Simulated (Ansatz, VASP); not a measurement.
Given: the input of a run of VASP 6.6.1 on CdS.

INCAR

```
PREC     = Accurate       # precision mode
ENCUT    = 520            # plane-wave cutoff, eV
EDIFF    = 1E-6           # SCF threshold, eV
ISMEAR   = -1             # smearing method
SIGMA    = 0.1            # smearing width, eV
LREAL    = F              # projectors in reciprocal space
LASPH    = T              # aspherical terms in the spheres
NELM     = 150            # most SCF steps
ALGO     = Normal         # electronic algorithm
ISIF     = 2              # what is computed and relaxed
LWAVE    = F              # write WAVECAR
LCHARG   = T              # write CHGCAR
MAGMOM   = 0 0 0 0 0 0    # initial moments
LORBIT   = 11             # projections on sites
LSORBIT  = T              # spin-orbit coupling
GGA_COMPAT= F            
LORBMOM  = T            
GGA      = PE             # functional
IVDW     = 12             # dispersion correction
LVHAR    = T            
NBANDS   = 30             # bands
```

Contents of KPOINTS:

```
Automatic mesh
0
Gamma
  8 8 8
```

Contents of POSCAR:

```
CdS
1.0
    0.0000000000      2.8770830059      2.8770830059
    2.8770830059      0.0000000000      2.8770830059
    2.8770830059      2.8770830059      0.0000000000
Cd S
1 1
Direct
    0.0000000000      0.0000000000      0.0000000000
    0.7500000000      0.7500000000      0.7500000000
```

Potentials or basis: VASP PAW PBE potentials, release 64 (Cd, S).

Command:

```sh
$ cat potpaw_PBE.64/Cd/POTCAR potpaw_PBE.64/S/POTCAR > POTCAR
$ mpirun -np 1 vasp_ncl > vasp.out
```

Task: Set up the same calculation for Ansatz 0.2.0. Potentials there: PseudoDojo standard (PBE files).

Result: As run (the cutoff follows the program's own potentials):

input.yaml

```yaml
crystal:
  lattice:
    - [0.0, 2.8770830059, 2.8770830059]
    - [2.8770830059, 0.0, 2.8770830059]
    - [2.8770830059, 2.8770830059, 0.0]
  atoms:
    - { symbol: Cd, position: [0.0, 0.0, 0.0] }
    - { symbol: S, position: [0.75, 0.75, 0.75] }
hamiltonian:
  xc: pbe
  pseudopotentials: { kind: nc_fr, accuracy: standard }
  dispersion: d3bj
magnetization:
  noncollinear: true
  spin_orbit: true
kpoints:
  mp_grid: { grid: [8, 8, 8] }
scf:
  occupations: { method: fermi_dirac, width: 0.1 }
output:
  forces: true
  stress: true
  eigenvalues: true
```

Potentials or basis: PseudoDojo standard (PBE files).

The run is started by

```bash
$ ansatz run input.yaml --threads 1 --pin off --max-ram 2560MiB --backend cpu --events-out ev --progress --plain --runs-dir out
```

Both were run:

|  | VASP | Ansatz | Ansatz less VASP |
| --- | --- | --- | --- |
| pressure (GPa) | 3.7 | 3.4 | -0.32 |
| net moment per atom (μB) | 0.00 | 0.00 | 0.000 |

VASP's potentials hold 18 valence electrons a cell and Ansatz's 26, so a difference there can come from the potentials and not from the codes.
